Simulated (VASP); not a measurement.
# ZrCrC5 (Cmm2) in VASP: a series of runs

Runs on ZrCrC5. Level: PBE. Tasks: single point.

Program: VASP 6.6.1. These are calculated values, not measurements. Logs are shortened: lines on timing, memory, paths and dates and some standing lists are left out, and cuts for length are marked.

## 1. The cell of the first run

The structure is orthorhombic, space group Cmm2 (No. 35). The conventional cell has a = 4.989 Å, b = 5.364 Å, c = 4.447 Å, α = 90.00°, β = 90.00°, γ = 90.00°. Within 3.2 Å of Zr (site symmetry mm2) lie 12 C at 2.39 to 2.93 Å and 4 Cr at 2.67 to 2.84 Å. Within 2.5 Å of Cr (site symmetry mm2) lie 7 C at 1.86 to 2.02 Å. C (site symmetry m) has 3 C at 1.48 to 1.57 Å within 2.0 Å. Within 2.1 Å of C (site symmetry mm2) lie 2 C at 1.57 Å and 1 Cr at 1.86 Å. Within 2.0 Å of C (site symmetry 2) lie 2 C at 1.48 Å.

## 2. Single point, PBE (volume scaled by 0.94, then relaxed in part)

INCAR

```
SYSTEM = ZrCrC5
PREC     = Accurate       ! precision mode
ENCUT    = 520            ! plane-wave cutoff, eV
EDIFF    = 1E-7           ! SCF threshold, eV
ISMEAR   = 0              ! smearing method
SIGMA    = 0.1            ! smearing width, eV
LREAL    = .FALSE.        ! projectors in reciprocal space
LASPH    = .TRUE.         ! aspherical terms in the spheres
NELM     = 100            ! most SCF steps
ALGO     = Normal         ! electronic algorithm
ISIF     = 2              ! what is computed and relaxed
LWAVE    = .FALSE.        ! write WAVECAR
LCHARG   = .TRUE.         ! write CHGCAR
GGA      = PE             ! functional
LELF     = .TRUE.         ! ELF
LVHAR    = .TRUE.       
NBANDS   = 31             ! bands
```

KPOINTS

```
regular mesh
0
G
  8 8 8
  0 0 0
```

POSCAR

```
ZrCrC5
1.0
    2.4947203027     -2.6822106190      0.0000000000
    2.4947203027      2.6822106190      0.0000000000
    0.0000000000      0.0000000000      4.4474926004
Zr Cr C
1 1 5
Direct
    0.0000000000      0.0000000000      0.0970402869
    0.5000000000      0.5000000000      0.3082987885
    0.2706148414      0.7293851586      0.6689773051
    0.7293851586      0.2706148414      0.6689773051
    0.5000000000      0.5000000000      0.8894567359
    0.5000000000      0.0000000000      0.4921472542
    0.0000000000      0.5000000000      0.4921472542
```

Potentials or basis: VASP PAW PBE potentials, release 64 (Zr_sv, Cr_pv, C).

On the command line:

```sh
$ cat potpaw_PBE.64/Zr_sv/POTCAR potpaw_PBE.64/Cr_pv/POTCAR potpaw_PBE.64/C/POTCAR > POTCAR
$ mpirun -np 1 vasp_std > vasp.out
```

OUTCAR:

```text
SYSTEM = ZrCrC5
   PREC = Accurate
   ENCUT = 520
   EDIFF = 1E-7
   ISMEAR = 0
   LREAL = .FALSE.
   LASPH = .TRUE.
   NELM = 100
   ISIF = 2
   GGA = PE

 ion  position               nearest neighbor table
   1  0.000  0.000  0.097-   3 2.39   4 2.39   6 2.54   7 2.54   7 2.54   6 2.54   5 2.66   5 2.66
                             2 2.67   2 2.67   5 2.84   5 2.84   2 2.84   2 2.84   3 2.93   4 2.93
   2  0.500  0.500  0.308-   5 1.86   6 2.01   7 2.01   6 2.01   7 2.01   4 2.02   3 2.02   5 2.58
                             1 2.67   1 2.67   1 2.84   1 2.84
   3  0.271  0.729  0.669-   6 1.48   7 1.48   5 1.57   2 2.02   1 2.39   1 2.93
   4  0.729  0.271  0.669-   6 1.48   7 1.48   5 1.57   2 2.02   1 2.39   1 2.93
   5  0.500  0.500  0.889-   3 1.57   4 1.57   2 1.86   2 2.58   1 2.66   1 2.66   1 2.84   1 2.84

   6  0.500  0.000  0.492-   3 1.48   4 1.48   2 2.01   2 2.01   1 2.54   1 2.54
   7  0.000  0.500  0.492-   3 1.48   4 1.48   2 2.01   2 2.01   1 2.54   1 2.54

  LATTYP: Found a base centered orthorhombic cell.
 ALAT       =     4.9894406054
 B/A-ratio  =     1.0751548445
 C/A-ratio  =     0.8913810088

  Lattice vectors:

 A1 = (   2.4947203027,  -2.6822106190,   0.0000000000)
 A2 = (   2.4947203027,   2.6822106190,   0.0000000000)
 A3 = (   0.0000000000,   0.0000000000,   4.4474926004)

Analysis of symmetry for initial positions (statically):
=====================================================================
 Subroutine PRICEL returns:
 Original cell was already a primitive cell.

 Routine SETGRP: Setting up the symmetry group for a
 base centered orthorhombic supercell.

 Subroutine GETGRP returns: Found  4 space group operations
 (whereof  4 operations were pure point group operations)
 out of a pool of  8 trial point group operations.

The static configuration has the point symmetry C_2v.

Analysis of symmetry for dynamics (positions and initial velocities):
=====================================================================
 Subroutine PRICEL returns:
 Original cell was already a primitive cell.

 Routine SETGRP: Setting up the symmetry group for a
 base centered orthorhombic supercell.

 Subroutine GETGRP returns: Found  4 space group operations
 (whereof  4 operations were pure point group operations)
 out of a pool of  8 trial point group operations.

The dynamic configuration has the point symmetry C_2v.

 Subroutine INISYM returns: Found  4 space group operations
 (whereof  4 operations are pure point group operations),
 and found     1 'primitive' translations

----------------------------------------------------------------------------------------

                                     Primitive cell

  volume of cell :      59.5196

  direct lattice vectors                    reciprocal lattice vectors
     2.494720303 -2.682210619  0.000000000     0.200423270 -0.186413400  0.000000000
     2.494720303  2.682210619  0.000000000     0.200423270  0.186413400  0.000000000
     0.000000000  0.000000000  4.447492600     0.000000000  0.000000000  0.224845793

  length of vectors
     3.663042887  3.663042887  4.447492600     0.273714162  0.273714162  0.224845793

  position of ions in fractional coordinates (direct lattice)
     0.000000000  0.000000000  0.097040287
     0.500000000  0.500000000  0.308298788
     0.270614841  0.729385159  0.668977305
     0.729385159  0.270614841  0.668977305
     0.500000000  0.500000000  0.889456736
     0.500000000  0.000000000  0.492147254
     0.000000000  0.500000000  0.492147254

  ion indices of the primitive-cell ions
   primitive index   ion index
                 1           1
                 2           2
                 3           3
                 4           4
                 5           5
                 6           6
                 7           7

----------------------------------------------------------------------------------------

 KPOINTS: regular mesh

Automatic generation of k-mesh.
 Grid dimensions read from file:
 generate k-points for:    8    8    8

 Generating k-lattice:

  Cartesian coordinates                     Fractional coordinates (reciprocal lattice)
     0.025052909 -0.023301675  0.000000000     0.125000000  0.000000000  0.000000000
     0.025052909  0.023301675  0.000000000     0.000000000  0.125000000  0.000000000
     0.000000000  0.000000000  0.028105724     0.000000000  0.000000000  0.125000000

  Length of vectors
     0.034214270  0.034214270  0.028105724

  Shift w.r.t. Gamma in fractional coordinates (k-lattice)
     0.000000000  0.000000000  0.000000000

 Subroutine IBZKPT returns following result:
 ===========================================

 Found    105 irreducible k-points:

 Following reciprocal coordinates:
            Coordinates               Weight
  0.000000  0.000000  0.000000      1.000000
  0.125000  0.000000  0.000000      4.000000
  0.250000  0.000000  0.000000      4.000000
  0.375000  0.000000  0.000000      4.000000
  0.500000  0.000000  0.000000      2.000000
  0.125000  0.125000  0.000000      2.000000
[... 16 lines left out ...]
  0.125000  0.000000  0.125000      8.000000
  0.250000  0.000000  0.125000      8.000000
 [... further k-points ...]
   k-points           NKPTS =    105   k-points in BZ     NKDIM =    105   number of bands    NBANDS=     31
   number of dos      NEDOS =    301   number of ions     NIONS =      7
   total plane-waves  NPLWV =  28224
   dimension x,y,z NGX =    28 NGY =   28 NGZ =   36
   dimension x,y,z NGXF=    56 NGYF=   56 NGZF=   72
   ions per type =               1   1   5
   NGX,Y,Z   is equivalent  to a cutoff of  12.71, 12.71, 13.46 a.u.
   NGXF,Y,Z  is equivalent  to a cutoff of  25.42, 25.42, 26.91 a.u.
 SYSTEM =  ZrCrC5
   PREC   = accura    normal or accurate (medium, high low for compatibility)
   ISTART =      0    job   : 0-new  1-cont  2-samecut
   ICHARG =      2    charge: 1-file 2-atom 10-const
   ISPIN  =      1    spin polarized calculation?
   LNONCOLLINEAR =      F non collinear calculations
   LSORBIT =      F    spin-orbit coupling
   LASPH  =      T    aspherical Exc in radial PAW
   ENCUT  =  520.0 eV  38.22 Ry    6.18 a.u.   6.81  6.81  8.27*2*pi/ulx,y,z
   NELM   =    100;   NELMIN=  2; NELMDL= -5     # of ELM steps
   EDIFF  = 0.1E-06   stopping-criterion for ELM
   LREAL  =      F    real-space projection
   EDIFFG = 0.1E-05   stopping-criterion for IOM
   NSW    =      0    number of steps for IOM
   IBRION =     -1    ionic relax: 0-MD 1-quasi-New 2-CG
   NFREE  =      0    steps in history (QN), initial steepest desc. (CG)
   ISIF   =      2    stress and relaxation
   ISYM   =      2    0-nonsym 1-usesym 2-fastsym
   POTIM  = 0.5000    time-step for ionic-motion
   TEBEG  =    0.0;   TEEND  =   0.0 temperature during run
   PSTRESS=    0.0 pullay stress
   NELECT =      44.0000    total number of electrons
   NUPDOWN=      -1.0000    fix difference up-down
   EMIN   =  10.00;   EMAX   =-10.00  energy-range for DOS
   EFERMI =   0.00;   METHOD = LEGACY
   ISMEAR =     0;   SIGMA  =   0.10  broadening in eV -4-tet -1-fermi 0-gaus
   EFERMI_NEDOS =   21; number of points for ismear=-14 and -15
   IALGO  =     38    algorithm
   IMIX   =      4    mixing-type and parameters
     AMIX     =   0.40;   BMIX     =  1.00
     AMIX_MAG =   1.60;   BMIX_MAG =  1.00
  volume/ion in A,a.u.               =       8.50        57.38
  Fermi-wavevector in a.u.,A,eV,Ry     =   1.480264  2.797293 29.812819  2.191180
  Thomas-Fermi vector in A             =   2.594319
   LORBIT       =      0    0 simple, 1 ext, 2 COOP (PROOUT), +10 PAW based schemes
   GGA     = PE    functional components
   LHFCALC =     F    Hartree Fock is set to
   AEXX    =    0.0000 exact exchange contribution
   IVDW    =     0    specifies the selected vdW correction
   LEPSILON=     F    determine dielectric tensor
   LRPA    =     F    only Hartree local field effects (RPA)
 non-spin polarized calculation
 Gauss-broadening in eV      SIGMA  =   0.10
  energy-cutoff  :      520.00
  volume of cell :       59.52
 maximum number of plane-waves:      1628
   NGX = 13   NGY = 13   NGZ = 17

 number of electron      44.0000006 magnetization

 Free energy of the ion-electron system (eV)
  ---------------------------------------------------
  ext. energy  EPLUGINS =         0.00000000
  ---------------------------------------------------
  free energy    TOTEN  =       -60.87723930 eV

  energy without entropy =      -60.86735361  energy(sigma->0) =      -60.87229645

 E-fermi :  10.9267     XC(G=0): -12.8637

 val. band max:       10.9220359330   @ k =  -0.2500   0.2500   0.2500
 cond. band min:      10.9625629754   @ k =   0.5000   0.2500   0.5000
 fundamental gap:      0.0405270424
 Fermi energy:        10.9266745135

 k-point     1 :       0.0000    0.0000    0.0000
  band No.  band energies     occupation
      1     -38.5633      2.00000
      2     -32.5904      2.00000
      3     -32.4379      2.00000
      4     -32.2050      2.00000
      5     -16.7402      2.00000
      6     -16.6252      2.00000
[... 23 lines left out ...]
     30      15.7923      0.00000
     31      17.8417      0.00000

 k-point     2 :       0.1250    0.0000    0.0000
  band No.  band energies     occupation
      1     -38.5623      2.00000
      2     -32.5907      2.00000
      3     -32.4378      2.00000
      4     -32.2060      2.00000
      5     -16.7351      2.00000
      6     -16.6418      2.00000
[... 23 lines left out ...]
     30      15.7077      0.00000
     31      17.7525      0.00000

 k-point     3 :       0.2500    0.0000    0.0000
  band No.  band energies     occupation
      1     -38.5600      2.00000
      2     -32.5912      2.00000
      3     -32.4376      2.00000
      4     -32.2083      2.00000
      5     -16.7239      2.00000
      6     -16.6949      2.00000
[... 703 lines left out ...]
     30      15.7796      0.00000
     31      17.4356      0.00000

 k-point    24 :       0.2500    0.0000    0.1250
  band No.  band energies     occupation
      1     -38.5599      2.00000
      2     -32.5914      2.00000
      3     -32.4376      2.00000
      4     -32.2082      2.00000
      5     -16.7314      2.00000
      6     -16.6941      2.00000
[... 23 lines left out ...]
     30      15.5991      0.00000
     31      17.1912      0.00000

 [... further k-points ...]

------------------------ aborting loop because EDIFF is reached ----------------------------------------

  FORCE on cell =-STRESS in cart. coord.  units (eV):
  Direction    XX          YY          ZZ          XY          YZ          ZX
  --------------------------------------------------------------------------------------
  -------------------------------------------------------------------------------------
  Total        6.4753077      6.3745821      6.4027484      0.0000000      0.0000000      0.0000000
  in kB      174.3054731    171.5940932    172.3522858      0.0000000      0.0000000      0.0000000
  external PRESSURE =     172.7506174 kB  Pullay stress =       0.0000000 kB

 VOLUME and BASIS-vectors are now :
 -----------------------------------------------------------------------------
  energy-cutoff  :      520.00
  volume of cell :       59.52
      direct lattice vectors                 reciprocal lattice vectors
     2.494720303 -2.682210619  0.000000000     0.200423270 -0.186413400  0.000000000
     2.494720303  2.682210619  0.000000000     0.200423270  0.186413400  0.000000000
     0.000000000  0.000000000  4.447492600     0.000000000  0.000000000  0.224845793

 POSITION                                       TOTAL-FORCE (eV/Angst)
 -----------------------------------------------------------------------------------
      0.00000      0.00000      0.43159        -0.000000      0.000000     -0.003715
      2.49472      0.00000      1.37116         0.000000      0.000000     -0.067368
      2.49472      1.23052      2.97527        -0.000000      0.021589      0.038924
      2.49472     -1.23052      2.97527        -0.000000     -0.021589      0.038924
      2.49472      0.00000      3.95585        -0.000000      0.000000      0.028770
      1.24736     -1.34111      2.18882        -0.000000     -0.000000     -0.017768
      1.24736      1.34111      2.18882        -0.000000      0.000000     -0.017768
 -----------------------------------------------------------------------------------
    total drift:                               -0.000000      0.000000     -0.000731

  FREE ENERGIE OF THE ION-ELECTRON SYSTEM (eV)
  ---------------------------------------------------
  free  energy   TOTEN  =       -60.8772392954 eV

  energy  without entropy=      -60.8673536095  energy(sigma->0) =      -60.87229645
```

It took 2.1 min on 1 thread of AMD EPYC 9R45 (Zen 5), shared host; peak memory 0.27 GiB.

What came out:

| Quantity | Value |
| --- | --- |
| Free energy | -60.8772 eV |
| Pressure | 17.3 GPa |
| Largest force | 0.067 eV/Å |
| Band gap on the k mesh | zero (band 22 reaches 11.42 eV, above the bottom of band 23 at 10.55 eV) |

Forces on the atoms (eV/Å):
```
Zr   0.000  0.000 -0.004
Cr   0.000  0.000 -0.067
C    0.000  0.022  0.039
C    0.000 -0.022  0.039
C    0.000  0.000  0.029
C    0.000  0.000 -0.018
C    0.000  0.000 -0.018
```

Levels at points of the mesh, in eV from the Fermi level:
| k point | band 20 | band 21 | band 22 | band 23 | band 24 | band 25 |
| --- | --- | --- | --- | --- | --- | --- |
| (0.00, 0.00, 0.00) | -2.65 | -2.17 | -0.71 | -0.03 | 0.35 | 0.64 |
| (0.50, 0.00, 0.00) | -3.03 | -0.74 | -0.56 | 0.67 | 1.29 | 1.58 |
| (0.50, 0.50, 0.00) | -1.76 | -1.52 | -1.15 | 0.57 | 1.34 | 1.65 |
| (0.00, 0.00, 0.50) | -1.59 | -1.21 | 0.39 | 0.81 | 1.37 | 2.02 |
| (0.50, 0.00, 0.50) | -2.08 | -1.62 | -0.09 | 0.49 | 1.14 | 2.23 |
| (0.50, 0.50, 0.50) | -2.25 | -1.43 | -0.55 | -0.38 | 0.29 | 0.88 |

Caveat: the cell differs from its parent crystal (volume scaled by 0.94, then relaxed in part).

## 3. Single point, PBE

This run uses another cell than the first one, of 9.05 Å³/atom, 1.064 times its volume.

INCAR

```
SYSTEM = ZrCrC5
PREC = Accurate
ENCUT = 520
EDIFF = 1E-6
ISMEAR = 0
SIGMA = 0.1
LREAL = .FALSE.
LASPH = .TRUE.
NELM = 60
ALGO = Normal
ISIF = 2
LWAVE = .FALSE.
LCHARG = .TRUE.
GGA = PE
LELF = .TRUE.
LVHAR = .TRUE.
NBANDS = 31
```

KPOINTS is that of step 2.

POSCAR

```
ZrCrC5
1.0
    2.5298344456     -2.7725776375      0.0000000000
    2.5298344456      2.7725776375      0.0000000000
    0.0000000000      0.0000000000      4.5136336029
Zr Cr C
1 1 5
Direct
    0.0000000000      0.0000000000      0.0994989181
    0.5000000000      0.5000000000      0.3079459197
    0.2747281526      0.7252718474      0.6673898561
    0.7252718474      0.2747281526      0.6673898561
    0.5000000000      0.5000000000      0.8880818593
    0.5000000000      0.0000000000      0.4933692603
    0.0000000000      0.5000000000      0.4933692603
```

Potentials or basis: VASP PAW PBE potentials, release 64 (Zr_sv, Cr_pv, C).

On the command line:

```sh
$ cat potpaw_PBE.64/Zr_sv/POTCAR potpaw_PBE.64/Cr_pv/POTCAR potpaw_PBE.64/C/POTCAR > POTCAR
$ mpirun -np 1 vasp_std > vasp.out
```

It took 2 min on 1 thread of AMD EPYC 9R45 (Zen 5), shared host; peak memory 0.28 GiB.

Results (log left out):

```
Free energy            : -61.0762 eV
Pressure               : 0.3 GPa
Largest force          : 0.049 eV/Å
Band gap on the k mesh : zero (band 22 reaches 10.54 eV, above the bottom of band 23 at 9.73 eV)
```

Forces in eV/Å, atoms in the order of the input:
```
Zr   0.000  0.000  0.003
Cr   0.000  0.000 -0.049
C    0.000  0.013  0.031
C    0.000 -0.013  0.031
C    0.000  0.000  0.021
C    0.000  0.000 -0.018
C    0.000  0.000 -0.018
```

Stress tensor (GPa, compression positive):
```
0.40 0.00 0.00
0.00 0.21 0.00
0.00 0.00 0.34
```

Levels at points of the mesh, in eV from the Fermi level:
```
           k point  band 19  band 20  band 21  band 22  band 23  band 24  band 25  band 26
(0.00, 0.00, 0.00)    -3.00    -2.51    -2.05    -0.64     0.09     0.33     0.53     2.25
(0.50, 0.00, 0.00)    -3.14    -2.88    -0.67    -0.59     0.73     1.10     1.41     2.10
(0.50, 0.50, 0.00)    -2.48    -1.87    -1.51    -1.05     0.49     1.20     1.62     2.42
(0.00, 0.00, 0.50)    -2.84    -1.44    -1.18     0.32     0.69     1.36     1.88     2.42
(0.50, 0.00, 0.50)    -2.71    -2.01    -1.54    -0.04     0.48     1.15     2.05     2.47
(0.50, 0.50, 0.50)    -2.71    -2.16    -1.42    -0.43    -0.39     0.26     0.73     2.34
```

Spin polarisation is off, so any magnetic state and its effect on volume and gap are missing.
